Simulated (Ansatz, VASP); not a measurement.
**AlAs in VASP and in Ansatz**

Contents of INCAR:

```
SYSTEM = AlAs
  PREC = Accurate
  ENCUT = 400
  EDIFF = 1E-8
  ISMEAR = -1
  SIGMA = 0.05
  LREAL = .False.
  LASPH = .True.
  NELM = 120
  ALGO = Normal
  ISIF = 2
  LWAVE = .False.
  LCHARG = .False.
  GGA = PS
  LEFG = .True.
  NBANDS = 11
  GGA_COMPAT = .False.
```

The input KPOINTS:

```
regular mesh
0
Gamma
  11 11 11
  0 0 0
```

File POSCAR:

```
AlAs
1.0
    0.0000000000      2.8587040000      2.8304000000
    2.8587040000      0.0000000000      2.8304000000
    2.8587040000      2.8587040000      0.0000000000
Al As
1 1
Direct
    0.0000000000      0.0000000000      0.0000000000
    0.7500000000      0.7500000000      0.7500000000
```

Input for Ansatz:

```yaml
crystal:
  lattice:
    - [0.0, 2.858704, 2.8304]
    - [2.858704, 0.0, 2.8304]
    - [2.858704, 2.858704, 0.0]
  atoms:
    - { symbol: Al, position: [0.0, 0.0, 0.0] }
    - { symbol: As, position: [0.75, 0.75, 0.75] }
kpoints:
  mp_grid: { grid: [11, 11, 11] }
scf:
  occupations: { method: fermi_dirac, width: 0.05 }
hamiltonian:
  xc: pbesol
  pseudopotentials: { kind: all_electron, datasets: crystal }
output:
  forces: true
  stress: true
  eigenvalues: true
  efg: { contact_densities: true }
```

Change from the starting cell: equal xx and yy strain of +1 %, crystal datasets.

Alike in both runs: task electric field gradients; functional PBEsol; k mesh 11 × 11 × 11; occupations fermi-dirac, width 0.05 eV; no spin polarisation.

|  | VASP | Ansatz |
| --- | --- | --- |
| version | VASP 6.6.1 | Ansatz 0.2.0 |
| potentials or method | VASP PAW PBE potentials, release 64 (Al, As), cutoff 400 eV | all-electron PAW with datasets made for the crystal, scalar-relativistic |

Ansatz gave:

| Property | Result |
| --- | --- |
| pressure (GPa) | -0.9 |
| traceless stress, the component that is largest in VASP (GPa) | 0.35 |
| size of Vzz on the site where it differs most (V/Å²) | 2.6 |

Problem. What did VASP give for the same quantities?

Solution. Pressure (GPa): -0.6; traceless stress, the component that is largest in VASP (GPa): 0.35; size of Vzz on the site where it differs most (V/Å²): 2.4.

VASP's potentials were made for PBE, not for PBEsol. Ansatz ran all-electron here, and VASP with PAW potentials.
